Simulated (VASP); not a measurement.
Ta: single point with revPBE

The system is Ta.

```
Ta
1.0
     2.82674    0.00000    0.00000
     0.00000    2.82674    0.00000
     0.00000    0.00000    2.82674
Ta
1
Direct
  0.00000 0.00000 0.00000
```

This cell differs from its parent crystal: volume scaled by 1.08.

- Program: VASP 6.6.1
- Task: single point
- Functional: revPBE
- Potentials or basis: VASP PAW PBE potentials, release 64 (Ta_pv)
- Cutoff: 520 eV
- k mesh: 13 × 13 × 13
- Occupations: fermi-dirac, width 0.1 eV
- Spin: no spin polarisation
- Dipole correction: no
- Further INCAR settings: ALGO = Normal; EDIFF = 1e-06; NBANDS = 12

```
Pressure : -9.1 GPa
```

Levels at points of the mesh, in eV from the Fermi level:
| k point | band 2 | band 3 | band 4 | band 5 | band 6 | band 7 | band 8 | band 9 | band 10 | band 11 |
| --- | --- | --- | --- | --- | --- | --- | --- | --- | --- | --- |
| (0.00, 0.00, 0.00) | -33.77 | -33.77 | -6.94 | -2.31 | -2.31 | 5.47 | 5.47 | 5.47 | 13.60 | 13.60 |

It took 15 s on 1 thread of Intel(R) Xeon(R) Platinum 8259CL CPU @ 2.50GHz (Skylake/Cascade Lake) (shared host), peak memory 0.15 GiB.

Caveat: the PAW data sets were made with another functional, which shifts forces and pressure a little; spin-orbit coupling is left out, which moves the levels of the heavy elements.
